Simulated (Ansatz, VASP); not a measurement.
Given: the input of a run of VASP 6.6.1 on GaF.

File INCAR:

```
  PREC = Accurate
  ENCUT = 600
  EDIFF = 1E-6
  ISMEAR = -1
  SIGMA = 0.05
  LREAL = False
  LASPH = True
  NELM = 120
  ALGO = Normal
  ISIF = 2
  LWAVE = False
  LCHARG = True
  GGA = PE
  LELF = True
  LVHAR = True
  NBANDS = 17
  GGA_COMPAT = False
```

The input KPOINTS:

```
regular mesh
0
Gamma
  9 9 9
```

Contents of POSCAR:

```
GaF
1.0
    0.0000000000      2.5940267395      2.5940267395
    2.5940267395      0.0000000000      2.5940267395
    2.5940267395      2.5940267395      0.0000000000
Ga F
1 1
Direct
    0.2500000000      0.2500000000      0.2500000000
    0.0000000000      0.0000000000      0.0000000000
```

Potentials or basis: VASP PAW PBE potentials, release 64 (Ga_d, F).

Launch:

```console
$ cat potpaw_PBE.64/Ga_d/POTCAR potpaw_PBE.64/F/POTCAR > POTCAR
$ mpirun -np 1 vasp_std > vasp.out
```

Problem. Set up the same calculation for Ansatz 0.2.0. Potentials there: all-electron LAPW, scalar-relativistic.

Solution. As run (the cutoff follows the program's own potentials):

Contents of input.yaml:

```yaml
crystal:
  lattice:
    - [0.0, 2.5940267395, 2.5940267395]
    - [2.5940267395, 0.0, 2.5940267395]
    - [2.5940267395, 2.5940267395, 0.0]
  atoms:
    - { symbol: Ga, position: [0.25, 0.25, 0.25] }
    - { symbol: F, position: [0.0, 0.0, 0.0] }
kpoints:
  mp_grid: { grid: [9, 9, 9] }
scf:
  occupations: { method: fermi_dirac, width: 0.05 }
hamiltonian:
  xc: pbe
  pseudopotentials: { kind: all_electron, lapw: { basis_error: 0.0005 } }
output:
  forces: true
  stress: true
  eigenvalues: true
```

Potentials or basis: all-electron LAPW, scalar-relativistic.

Run with:

```sh
$ ansatz run input.yaml --threads 1 --pin off --max-ram 3072MiB --backend cpu --events-out ev --progress --plain --runs-dir out
```

Both were run:

|  | VASP | Ansatz | Ansatz less VASP |
| --- | --- | --- | --- |
| gap on the k mesh at the Fermi level (eV) | 1.12 | 1.12 | +0.001 |
| least direct gap on the mesh (eV) | 1.12 | 1.12 | +0.001 |
| pressure (GPa) | 13.0 | 13.0 | +0.05 |

Ansatz ran all-electron here, and VASP with PAW potentials.
